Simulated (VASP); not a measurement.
Crystal: GaBiTe2Se.

```xyz
5
Lattice="4.3400 0.0000 0.0000 -2.1700 3.7585 0.0000 0.0000 0.0000 10.0705" Properties=species:S:1:pos:R:3 pbc="T T T"
Ga    0.0000    2.5057    5.0352
Bi    2.1700    1.2528    0.0000
Te    2.1700    1.2528    5.0352
Te    0.0000    2.5057    0.0000
Se    0.0000    0.0000    5.0352
```

The cell was built from a structure type or drawn by symmetry, and may not be a known phase.

* Program: VASP 6.6.1
* Task: relaxation of cell and atoms
* Functional: PBE
* Potentials or basis: VASP PAW PBE potentials, release 64 (Ga_d, Bi_d, Te, Se)
* Cutoff: 600 eV
* k mesh: 6 × 6 × 2
* Occupations: gaussian, width 0.1 eV
* Spin: no spin polarisation

At the start: pressure 34.8 GPa; volume 32.85 Å³/atom.

Task: Where does the relaxation end?

Result: Over 18 steps the energy falls by 1744.2 meV/atom and the volume is 31.46 Å³/atom (-4.2 %); space group P-6m2 (No. 187, to 0.1 Å) before and after.

Step by step:
```
step  energy change (eV)  largest force (eV/Å)  pressure (GPa)  volume (Å³)
   1              0.0000                0.0000           34.79       164.27
   2             -3.0064                0.0000           -4.04       377.19
   3             -7.5134                0.0000           -1.70       243.54
   4             -7.5801                0.0000           -1.09       238.08
   5             -7.6104                0.0000            0.13       230.16
   6             -7.6118                0.0000           -0.13       231.63
   7             -7.6137                0.0000           -0.13       230.73
   8             -7.6194                0.0000           -0.13       228.03
   9             -7.6325                0.0000           -0.14       222.63
  10             -7.6689                0.0000           -0.15       211.82
  11             -7.9013                0.0000           -0.23       190.20
  12             -8.6270                0.0000            3.05       146.93
  13             -8.4995                0.0000            0.25       165.02
  14             -8.6601                0.0000            1.35       154.80
  15             -8.6700                0.0000            1.72       152.58
  16             -8.6691                0.0000            2.04       151.00
  17             -8.6971                0.0000            1.35       153.05
  18             -8.7211                0.0000            0.08       157.32
```

Final structure:
```
Ga Bi Te Se
1.0
     5.25723    0.00000    0.00000
    -2.62861    4.55289    0.00000
     0.00000    0.00000    6.57252
Ga Bi Te Se
1 1 2 1
Cartesian
  0.0000 3.0353 3.2863
  2.6286 1.5176 6.5725
  2.6286 1.5176 3.2863
  0.0000 3.0353 0.0000
  0.0000 0.0000 3.2863
```

Caveat: a cell axis changed by over 15 % at a fixed basis, so the end point is rough.
